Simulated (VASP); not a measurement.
Si:

```xyz
2
Lattice="0.0000 2.7136 2.7136 2.7136 0.0000 2.7136 2.7136 2.7136 0.0000" Properties=species:S:1:pos:R:3 pbc="T T T"
Si    4.0703    4.0703    4.0703
Si    2.7136    2.7136    2.7136
```

| Item | Value |
| --- | --- |
| Program | VASP 6.6.1 |
| Task | relaxation of cell and atoms |
| Functional | PBE |
| Potentials or basis | VASP PAW PBE potentials, release 64 (Si) |
| Cutoff | 600 eV |
| k mesh | 14 × 14 × 14 |
| Occupations | fermi-dirac, width 0.05 eV |
| Spin | no spin polarisation |

At the start: pressure 2.1 GPa; volume 19.98 Å³/atom.

Question: Where does the relaxation end?

Answer: Over 3 steps the energy falls by 3.0 meV/atom and the volume is 20.44 Å³/atom (+2.3 %); space group Fd-3m (No. 227, to 0.05 Å).

Step by step:
| step | energy change (eV) | largest force (eV/Å) | pressure (GPa) | volume (Å³) |
| --- | --- | --- | --- | --- |
| 1 | 0.0000 | 0.0000 | 2.15 | 39.96 |
| 2 | -0.0033 | 0.0000 | -1.34 | 41.53 |
| 3 | -0.0060 | 0.0000 | 0.01 | 40.89 |

Final structure:
```
Si
1.0
     0.00000    2.73430    2.73430
     2.73430    0.00000    2.73430
     2.73430    2.73430    0.00000
Si
2
Direct
  0.75000 0.75000 0.75000
  0.50000 0.50000 0.50000
```
